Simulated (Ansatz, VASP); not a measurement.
# Two plane-wave programs on MgO

INCAR

```
SYSTEM = MgO
PREC = Accurate
ENCUT = 840
EDIFF = 1E-6
ISMEAR = 0
SIGMA = 0.05
LREAL = .False.
LASPH = .True.
NELM = 120
ALGO = Normal
ISIF = 2
LWAVE = .False.
LCHARG = .False.
GGA = PE
NBANDS = 15
GGA_COMPAT = .False.
```

KPOINTS

```
regular mesh
0
Gamma
  10 10 10
  0 0 0
```

The input POSCAR:

```
MgO
1.0
    0.0000000000      2.1448745921      2.1448745921
    2.1448745921      0.0000000000      2.1448745921
    2.1448745921      2.1448745921      0.0000000000
Mg O
1 1
Direct
    0.0000000000      0.0000000000      0.0000000000
    0.5000000000      0.5000000000      0.5000000000
```

Input for Ansatz:

```yaml
crystal:
  lattice:
    - [0.0, 2.1448745921, 2.1448745921]
    - [2.1448745921, 0.0, 2.1448745921]
    - [2.1448745921, 2.1448745921, 0.0]
  atoms:
    - { symbol: Mg, position: [0.0, 0.0, 0.0] }
    - { symbol: O, position: [0.5, 0.5, 0.5] }
basis:
  ecutwfc: 520.0
kpoints:
  mp_grid: { grid: [10, 10, 10] }
hamiltonian:
  xc: pbe
  pseudopotentials: { kind: paw, azcp: { folder: soft_1 } }
scf:
  occupations: { method: gaussian, width: 0.05 }
output:
  forces: true
  stress: true
  eigenvalues: true
```

Change from the starting cell: mode 6 frozen in at -0.000 Å, equal normal strain along x, y and z +0.0083.

Alike in both runs: task single point; functional PBE; k mesh 10 × 10 × 10; occupations gaussian, width 0.05 eV; no spin polarisation.

|  | VASP | Ansatz |
| --- | --- | --- |
| version | VASP 6.6.1 | Ansatz 0.2.0 |
| potentials or method | VASP PAW PBE potentials, release 64 (Mg_sv, O), cutoff 840 eV | scalar-relativistic, plane waves, PAW |
| valence electrons in the cell | 16 | 16 |

Ansatz gave:

- gap on the k mesh at the Fermi level (eV): 4.23
- least direct gap on the mesh (eV): 4.23
- pressure (GPa): -3.5

Q: Estimate VASP's values.

A: gap on the k mesh at the Fermi level (eV): 4.23; least direct gap on the mesh (eV): 4.23; pressure (GPa): -3.6.
